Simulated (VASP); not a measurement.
# Ir (Fm-3m) in VASP: a series of runs

Runs on Ir. Level: LDA. Tasks: single point.

Everything below comes from runs of VASP 6.6.1. Logs are shortened: lines on timing, memory, paths and dates and some standing lists are left out, and cuts for length are marked.

### Step 1. The cell of the first run

The structure is cubic, space group Fm-3m (No. 225). Conventional cell: a = 3.812 Å, b = 3.812 Å, c = 3.812 Å, α = 90.00°, β = 90.00°, γ = 90.00°. Ir (site symmetry m-3m) has 12 Ir at 2.70 Å within 3.6 Å.

### Step 2. Single point, LDA

INCAR reads:

```
PREC = Accurate
ENCUT = 520
EDIFF = 1E-6
ISMEAR = -1
SIGMA = 0.1
LREAL = F
LASPH = T
NELM = 80
ALGO = Normal
ISIF = 2
LWAVE = F
LCHARG = F
GGA = CA
NBANDS = 10
```

KPOINTS reads:

```
regular mesh
0
Gamma
  7 7 7
```

POSCAR reads:

```
Ir
1.0
    0.0000000000      1.9060927672      1.9060927672
    1.9060927672      0.0000000000      1.9060927672
    1.9060927672      1.9060927672      0.0000000000
Ir
1
Direct
    0.0000000000      0.0000000000      0.0000000000
```

Potentials or basis: VASP PAW LDA potentials, release 64 (Ir).

Run with:

```
cat potpaw_LDA.64/Ir/POTCAR > POTCAR
mpirun -np 1 vasp_std > vasp.out
```

OUTCAR:

```text
PREC = Accurate
   ENCUT = 520
   EDIFF = 1E-6
   ISMEAR = -1
   LREAL = F
   LASPH = T
   NELM = 80
   ISIF = 2
   GGA = CA

 ion  position               nearest neighbor table
   1  0.000  0.000  0.000-

  LATTYP: Found a face centered cubic cell.
 ALAT       =     3.8121855344

  Lattice vectors:

 A1 = (   0.0000000000,   1.9060927672,   1.9060927672)
 A2 = (   1.9060927672,   0.0000000000,   1.9060927672)
 A3 = (   1.9060927672,   1.9060927672,   0.0000000000)

Analysis of symmetry for initial positions (statically):
=====================================================================
 Subroutine PRICEL returns:
 Original cell was already a primitive cell.

 Routine SETGRP: Setting up the symmetry group for a
 face centered cubic supercell.

 Subroutine GETGRP returns: Found 48 space group operations
 (whereof 48 operations were pure point group operations)
 out of a pool of 48 trial point group operations.

The static configuration has the point symmetry O_h .

Analysis of symmetry for dynamics (positions and initial velocities):
=====================================================================
 Subroutine PRICEL returns:
 Original cell was already a primitive cell.

 Routine SETGRP: Setting up the symmetry group for a
 face centered cubic supercell.

 Subroutine GETGRP returns: Found 48 space group operations
 (whereof 48 operations were pure point group operations)
 out of a pool of 48 trial point group operations.

The dynamic configuration has the point symmetry O_h .

 Subroutine INISYM returns: Found 48 space group operations
 (whereof 48 operations are pure point group operations),
 and found     1 'primitive' translations

----------------------------------------------------------------------------------------

                                     Primitive cell

  volume of cell :      13.8504

  direct lattice vectors                    reciprocal lattice vectors
     0.000000000  1.906092767  1.906092767    -0.262316719  0.262316719  0.262316719
     1.906092767  0.000000000  1.906092767     0.262316719 -0.262316719  0.262316719
     1.906092767  1.906092767  0.000000000     0.262316719  0.262316719 -0.262316719

  length of vectors
     2.695622243  2.695622243  2.695622243     0.454345884  0.454345884  0.454345884

  position of ions in fractional coordinates (direct lattice)
     0.000000000  0.000000000  0.000000000

  ion indices of the primitive-cell ions
   primitive index   ion index
                 1           1

----------------------------------------------------------------------------------------

 KPOINTS: regular mesh

Automatic generation of k-mesh.
 Grid dimensions read from file:
 generate k-points for:    7    7    7

 Generating k-lattice:

  Cartesian coordinates                     Fractional coordinates (reciprocal lattice)
    -0.037473817  0.037473817  0.037473817     0.142857143  0.000000000  0.000000000
     0.037473817 -0.037473817  0.037473817     0.000000000  0.142857143  0.000000000
     0.037473817  0.037473817 -0.037473817     0.000000000  0.000000000  0.142857143

  Length of vectors
     0.064906555  0.064906555  0.064906555

  Shift w.r.t. Gamma in fractional coordinates (k-lattice)
     0.000000000  0.000000000  0.000000000

 Subroutine IBZKPT returns following result:
 ===========================================

 Found     20 irreducible k-points:

 Following reciprocal coordinates:
            Coordinates               Weight
  0.000000  0.000000  0.000000      1.000000
  0.142857  0.000000  0.000000      8.000000
  0.285714  0.000000  0.000000      8.000000
  0.428571  0.000000  0.000000      8.000000
  0.142857  0.142857  0.000000      6.000000
  0.285714  0.142857  0.000000     24.000000
[... 12 lines left out ...]
 -0.428571  0.428571  0.142857     24.000000
 -0.285714  0.428571  0.142857     24.000000
   k-points           NKPTS =     20   k-points in BZ     NKDIM =     20   number of bands    NBANDS=     10
   number of dos      NEDOS =    301   number of ions     NIONS =      1
   total plane-waves  NPLWV =   8000
   dimension x,y,z NGX =    20 NGY =   20 NGZ =   20
   dimension x,y,z NGXF=    40 NGYF=   40 NGZF=   40
   ions per type =               1
   NGX,Y,Z   is equivalent  to a cutoff of  12.33, 12.33, 12.33 a.u.
   NGXF,Y,Z  is equivalent  to a cutoff of  24.67, 24.67, 24.67 a.u.
 SYSTEM =  unknown system
   PREC   = accura    normal or accurate (medium, high low for compatibility)
   ISTART =      0    job   : 0-new  1-cont  2-samecut
   ICHARG =      2    charge: 1-file 2-atom 10-const
   ISPIN  =      1    spin polarized calculation?
   LNONCOLLINEAR =      F non collinear calculations
   LSORBIT =      F    spin-orbit coupling
   LASPH  =      T    aspherical Exc in radial PAW
   ENCUT  =  520.0 eV  38.22 Ry    6.18 a.u.   5.01  5.01  5.01*2*pi/ulx,y,z
   NELM   =     80;   NELMIN=  2; NELMDL= -5     # of ELM steps
   EDIFF  = 0.1E-05   stopping-criterion for ELM
   LREAL  =      F    real-space projection
   EDIFFG = 0.1E-04   stopping-criterion for IOM
   NSW    =      0    number of steps for IOM
   IBRION =     -1    ionic relax: 0-MD 1-quasi-New 2-CG
   NFREE  =      0    steps in history (QN), initial steepest desc. (CG)
   ISIF   =      2    stress and relaxation
   ISYM   =      2    0-nonsym 1-usesym 2-fastsym
   POTIM  = 0.5000    time-step for ionic-motion
   TEBEG  =    0.0;   TEEND  =   0.0 temperature during run
   PSTRESS=    0.0 pullay stress
   NELECT =       9.0000    total number of electrons
   NUPDOWN=      -1.0000    fix difference up-down
   EMIN   =  10.00;   EMAX   =-10.00  energy-range for DOS
   EFERMI =   0.00;   METHOD = LEGACY
   ISMEAR =    -1;   SIGMA  =   0.10  broadening in eV -4-tet -1-fermi 0-gaus
   EFERMI_NEDOS =   21; number of points for ismear=-14 and -15
   IALGO  =     38    algorithm
   IMIX   =      4    mixing-type and parameters
     AMIX     =   0.40;   BMIX     =  1.00
     AMIX_MAG =   1.60;   BMIX_MAG =  1.00
  volume/ion in A,a.u.               =      13.85        93.47
  Fermi-wavevector in a.u.,A,eV,Ry     =   1.417974  2.679583 27.356562  2.010651
  Thomas-Fermi vector in A             =   2.539148
   LORBIT       =      0    0 simple, 1 ext, 2 COOP (PROOUT), +10 PAW based schemes
   GGA     = CA    functional components
   LHFCALC =     F    Hartree Fock is set to
   AEXX    =    0.0000 exact exchange contribution
   IVDW    =     0    specifies the selected vdW correction
   LEPSILON=     F    determine dielectric tensor
   LRPA    =     F    only Hartree local field effects (RPA)
 non-spin polarized calculation
  energy-cutoff  :      520.00
  volume of cell :       13.85
 maximum number of plane-waves:       383
   NGX =  9   NGY =  9   NGZ =  9

 number of electron       9.0000001 magnetization

 Free energy of the ion-electron system (eV)
  ---------------------------------------------------
  ext. energy  EPLUGINS =         0.00000000
  ---------------------------------------------------
  free energy    TOTEN  =       -10.41241020 eV

  energy without entropy =      -10.39379846  energy(sigma->0) =      -10.40310433

 E-fermi :  10.7930     XC(G=0): -14.2597

 val. band max:       10.7168482235   @ k =   0.2857   0.2857   0.0000
 cond. band min:      10.8576059665   @ k =  -0.4286   0.4286   0.0000
 fundamental gap:      0.1407577430
 Fermi energy:        10.7930130534

 k-point     1 :       0.0000    0.0000    0.0000
  band No.  band energies     occupation
      1      -0.6497      2.00000
      2       6.6462      2.00000
      3       6.6462      2.00000
      4       6.6462      2.00000
      5       9.4794      2.00000
      6       9.4794      2.00000
      7      24.9744      0.00000
      8      30.6557      0.00000
      9      30.6557      0.00000
     10      30.6557      0.00000

 k-point     2 :       0.1429    0.0000    0.0000
  band No.  band energies     occupation
      1       0.2343      2.00000
      2       6.2438      2.00000
      3       6.9821      2.00000
      4       6.9821      2.00000
      5       9.3099      2.00000
      6       9.3099      2.00000
      7      26.3952      0.00000
      8      27.6075      0.00000
      9      32.1458      0.00000
     10      32.1458      0.00000

 k-point     3 :       0.2857    0.0000    0.0000
  band No.  band energies     occupation
      1       1.9497      2.00000
      2       6.4077      2.00000
      3       7.0364      2.00000
      4       7.0364      2.00000
      5       9.9654      1.99949
      6       9.9654      1.99949
      7      23.5786      0.00000
      8      27.2033      0.00000
      9      34.8354      0.00000
     10      34.8367      0.00000

 k-point     4 :       0.4286    0.0000    0.0000
  band No.  band energies     occupation
      1       2.3547      2.00000
      2       6.6262      2.00000
      3       6.6262      2.00000
      4       9.1001      2.00000
      5      11.3757      0.00588
      6      11.3757      0.00588
      7      19.2226      0.00000
      8      24.8445      0.00000
      9      31.2027      0.00000
     10      31.2027      0.00000

 k-point     5 :       0.1429    0.1429    0.0000
  band No.  band energies     occupation
      1       0.5392      2.00000
      2       5.7903      2.00000
      3       7.3479      2.00000
      4       7.3479      2.00000
      5       8.4909      2.00000
      6       9.8389      1.99986
      7      27.0293      0.00000
      8      28.9328      0.00000
      9      30.9090      0.00000
     10      30.9090      0.00000

 k-point     6 :       0.2857    0.1429    0.0000
  band No.  band energies     occupation
      1       2.1467      2.00000
      2       5.2623      2.00000
      3       7.0484      2.00000
      4       7.8108      2.00000
      5       9.2130      2.00000
      6      10.4548      1.93428
      7      25.7651      0.00000
      8      28.6806      0.00000
      9      30.9223      0.00000
     10      31.8568      0.00000
[... 131 lines left out ...]
 k-point    17 :       0.4286    0.2857    0.1429
  band No.  band energies     occupation
      1       3.6684      2.00000
      2       4.7891      2.00000
      3       6.2119      2.00000
      4       9.1014      2.00000
      5       9.3208      2.00000
      6      12.4161      0.00000
      7      24.0234      0.00000
      8      26.7198      0.00000
      9      28.5049      0.00000
     10      32.4954      0.00000

 k-point    18 :      -0.4286    0.2857    0.1429
  band No.  band energies     occupation
      1       4.1904      2.00000
      2       5.1678      2.00000
      3       6.2110      2.00000
      4       8.5517      2.00000
      5      11.0359      0.16194
      6      15.1829      0.00000
      7      19.4326      0.00000
      8      25.4779      0.00000
      9      27.0588      0.00000
     10      31.8102      0.00000

 k-point    19 :      -0.4286    0.4286    0.1429
  band No.  band energies     occupation
      1       3.5735      2.00000
      2       4.0472      2.00000
      3       7.5436      2.00000
      4      10.2012      1.99463
      5      11.7167      0.00019
      6      15.5667      0.00000
      7      20.6418      0.00000
      8      22.5863      0.00000
      9      25.0463      0.00000
     10      34.8483      0.00000

 k-point    20 :      -0.2857    0.4286    0.1429
  band No.  band energies     occupation
      1       4.1995      2.00000
      2       5.0171      2.00000
      3       6.3655      2.00000
      4       9.0499      2.00000
      5      11.7127      0.00020
      6      17.4644      0.00000
      7      19.7806      0.00000
      8      21.5563      0.00000
      9      25.4240      0.00000
     10      34.0206      0.00000

------------------------ aborting loop because EDIFF is reached ----------------------------------------

  FORCE on cell =-STRESS in cart. coord.  units (eV):
  Direction    XX          YY          ZZ          XY          YZ          ZX
  --------------------------------------------------------------------------------------
  -------------------------------------------------------------------------------------
  Total        0.0934545      0.0934545      0.0934545     -0.0000000      0.0000000      0.0000000
  in kB       10.8105734     10.8105734     10.8105734     -0.0000000      0.0000000      0.0000000
  external PRESSURE =      10.8105734 kB  Pullay stress =       0.0000000 kB

 VOLUME and BASIS-vectors are now :
 -----------------------------------------------------------------------------
  energy-cutoff  :      520.00
  volume of cell :       13.85
      direct lattice vectors                 reciprocal lattice vectors
     0.000000000  1.906092767  1.906092767    -0.262316719  0.262316719  0.262316719
     1.906092767  0.000000000  1.906092767     0.262316719 -0.262316719  0.262316719
     1.906092767  1.906092767  0.000000000     0.262316719  0.262316719 -0.262316719

 POSITION                                       TOTAL-FORCE (eV/Angst)
 -----------------------------------------------------------------------------------
      0.00000      0.00000      0.00000        -0.000000     -0.000000     -0.000000
 -----------------------------------------------------------------------------------
    total drift:                                0.000000      0.000000      0.000000

  FREE ENERGIE OF THE ION-ELECTRON SYSTEM (eV)
  ---------------------------------------------------
  free  energy   TOTEN  =       -10.4124102005 eV

  energy  without entropy=      -10.3937984597  energy(sigma->0) =      -10.40310433
```

Run time: 3.4 s. Hardware: 1 thread of Intel Xeon 6975P-C, shared host; peak memory 0.12 GiB.

What came out:

```yaml
Free_energy: -10.4124 eV
Pressure: 1.1 GPa
```

Caveat: the k points lie up to 0.41 Å⁻¹ apart; spin-orbit coupling is left out, which moves the levels of the heavy elements.

### Step 3. Single point, LDA

INCAR reads:

```
PREC = Accurate
ENCUT = 520
EDIFF = 1E-6
ISMEAR = -1
SIGMA = 0.1
LREAL = False
LASPH = True
NELM = 60
ALGO = Normal
ISIF = 2
LWAVE = False
LCHARG = False
GGA = CA
NBANDS = 10
```

KPOINTS reads:

```
Automatic mesh
0
Gamma
  9 9 9
```

POSCAR is that of step 2.

Potentials or basis: VASP PAW LDA potentials, release 64 (Ir).

Run with:

```
cat potpaw_LDA.64/Ir/POTCAR > POTCAR
mpirun -np 1 vasp_std > vasp.out
```

Run time: 4.4 s. Hardware: 1 thread of Intel Xeon 6975P-C, shared host; peak memory 0.12 GiB.

The run converged. Its results:

- Free energy: -10.3574 eV
- Pressure: 1.9 GPa

Levels at points of the mesh, in eV from the Fermi level:
```tsv
k point	band 1	band 2	band 3	band 4	band 5	band 6	band 7	band 8	band 9	band 10
(0.00, 0.00, 0.00)	-11.21	-3.92	-3.92	-3.92	-1.11	-1.11	14.44	20.09	20.09	20.09
```

Caveat: spin-orbit coupling is left out, which moves the levels of the heavy elements.

### Step 4. Single point, LDA

INCAR reads:

```
SYSTEM = Ir
ALGO = Normal
EDIFF = 1E-6
ENCUT = 520
GGA = CA
ISIF = 2
ISMEAR = -1
LASPH = .TRUE.
LCHARG = .TRUE.
LELF = .TRUE.
LREAL = .FALSE.
LVHAR = .TRUE.
LWAVE = .FALSE.
NBANDS = 10
NELM = 80
PREC = Accurate
SIGMA = 0.1
```

KPOINTS reads:

```
k-points
0
G
  11 11 11
  0 0 0
```

POSCAR is that of step 3.

Run with:

```
cat potpaw_LDA.64/Ir/POTCAR > POTCAR
mpirun -np 1 vasp_std > vasp.out
```

Wall time 6.6 s (1 thread of Intel Xeon 6975P-C, shared host); peak memory 0.12 GiB.

The run converged. Its results:

- Free energy: -10.3185 eV
- Pressure: 3.1 GPa

Levels at points of the mesh, in eV from the Fermi level:
| k point | band 1 | band 2 | band 3 | band 4 | band 5 | band 6 | band 7 | band 8 | band 9 |
| --- | --- | --- | --- | --- | --- | --- | --- | --- | --- |
| (0.00, 0.00, 0.00) | -11.27 | -3.98 | -3.98 | -3.98 | -1.16 | -1.16 | 14.36 | 20.03 | 20.03 |

Caveat: spin-orbit coupling is left out, which moves the levels of the heavy elements.

[end of part 1 of 2]
